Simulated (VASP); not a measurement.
**ZnS: single point with PBE**

Crystal: ZnS.

```
Zn S
1.0
     3.80665    0.00000    0.00000
    -1.90332    3.29665    0.00000
     0.00000    0.00000    6.24164
Zn S
2 2
Direct
  0.33333 0.66667 0.00522
  0.66667 0.33333 0.50522
  0.33333 0.66667 0.37978
  0.66667 0.33333 0.87978
```

```json
{
  "Program": "VASP 6.6.1",
  "Task": "single point",
  "Functional": "PBE",
  "Potentials or basis": "VASP PAW PBE potentials, release 64 (Zn, S)",
  "Cutoff": "520 eV",
  "k mesh": "12 × 12 × 6",
  "Occupations": "gaussian, width 0.02 eV",
  "Spin": "no spin polarisation",
  "Dipole correction": "no",
  "Further INCAR settings": "ALGO = Normal; EDIFF = 1e-06; NBANDS = 26"
}
```

```yaml
Pressure: 2.4 GPa
Largest_force: 0.008 eV/Å
Band_gap_on_the_k_mesh: 2.22 eV
```

Forces on the atoms (eV/Å):
```
Zn   0.000  0.000  0.008
Zn   0.000  0.000  0.008
S    0.000  0.000 -0.008
S    0.000  0.000 -0.008
```

Levels at points of the mesh, in eV from the valence-band top:
```tsv
k point	band 16	band 17	band 18	band 19	band 20	band 21
(0.00, 0.00, 0.00)	-0.08	0.00	0.00	2.22	3.11	6.31
(0.50, 0.00, 0.00)	-2.25	-1.69	-0.89	3.66	4.26	5.12
(0.00, 0.00, 0.50)	-0.47	-0.47	-0.47	3.57	3.57	6.77
(0.50, 0.00, 0.50)	-1.64	-1.62	-1.62	3.55	3.55	5.22
```

Wall time 64 s on 1 thread of AMD EPYC 9R45 96-Core Processor (Zen 5) (shared host), peak memory 0.24 GiB.

A k mesh can miss the band edges.
